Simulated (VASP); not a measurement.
Write the native input for VASP 6.6.1 that does the following.

- Task: single point
- Functional: PBE
- Dispersion: D3(BJ)
- Potentials or basis: VASP PAW PBE potentials, release 64 (In_d, P)
- Cutoff: 520 eV
- k mesh: 2 × 2 × 1
- Occupations: fermi-dirac, width 0.15 eV
- Spin: no spin polarisation
- Dipole correction: no
- Further INCAR settings: LREAL = Auto; ALGO = Normal; EDIFF = 1e-06; NBANDS = 126

The structure of InP lies in POSCAR:

```
InP
1.0
    8.3155759636      0.0000000000      0.0000000000
    4.1577879818      7.2015000316      0.0000000000
    0.0000000000      0.0000000000     18.6383440000
In P
12 12
Direct
    0.0000000000      0.0000000000      0.0536528000
    0.0000000000      0.5000000000      0.0536528000
    0.5000000000      0.0000000000      0.0536528000
    0.5000000000      0.5000000000      0.0536528000
    0.6666666667      0.6666666667      0.2417224368
    0.6666666667      0.1666666667      0.2417224368
    0.1666666667      0.6666666667      0.2417224368
    0.1666666667      0.1666666667      0.2417224368
    0.3333333333      0.3333333333      0.4267001978
    0.3333333333      0.8333333333      0.4267001978
    0.8333333333      0.3333333333      0.4267001978
    0.8333333333      0.8333333333      0.4267001978
    0.1666666667      0.1666666667      0.0991883000
    0.1666666667      0.6666666667      0.0991883000
    0.6666666667      0.1666666667      0.0991883000
    0.6666666667      0.6666666667      0.0991883000
    0.8333333333      0.8333333333      0.2841024823
    0.8333333333      0.3333333333      0.2841024823
    0.3333333333      0.8333333333      0.2841024823
    0.3333333333      0.3333333333      0.2841024823
    0.5000000000      0.5000000000      0.4715554984
    0.5000000000      1.0000000000      0.4715554984
    0.0000000000      0.5000000000      0.4715554984
    0.0000000000      1.0000000000      0.4715554984
```

One way to write it, as run:

INCAR

```
SYSTEM = InP
PREC = Accurate
ENCUT = 520
EDIFF = 1E-6
ISMEAR = -1
SIGMA = 0.15
LREAL = Auto
LASPH = .TRUE.
NELM = 60
ALGO = Normal
ISIF = 2
LWAVE = .FALSE.
LCHARG = .FALSE.
GGA = PE
IVDW = 12
NBANDS = 126
```

KPOINTS

```
regular mesh
0
G
  2 2 1
  0 0 0
```

Potentials or basis: VASP PAW PBE potentials, release 64 (In_d, P).

Launch:

```console
$ cat potpaw_PBE.64/In_d/POTCAR potpaw_PBE.64/P/POTCAR > POTCAR
$ mpirun -np 1 vasp_std > vasp.out
```

Results of the run:

```yaml
Largest_force: 0.252 eV/Å
Dispersion_energy_per_atom: -0.239 eV
```

Caveat: the k points lie up to 0.44 Å⁻¹ apart.

It took 23 min on 1 thread of AMD EPYC 7R43 64-Core Processor (Zen 3), on a shared host, peak memory 1.1 GiB.
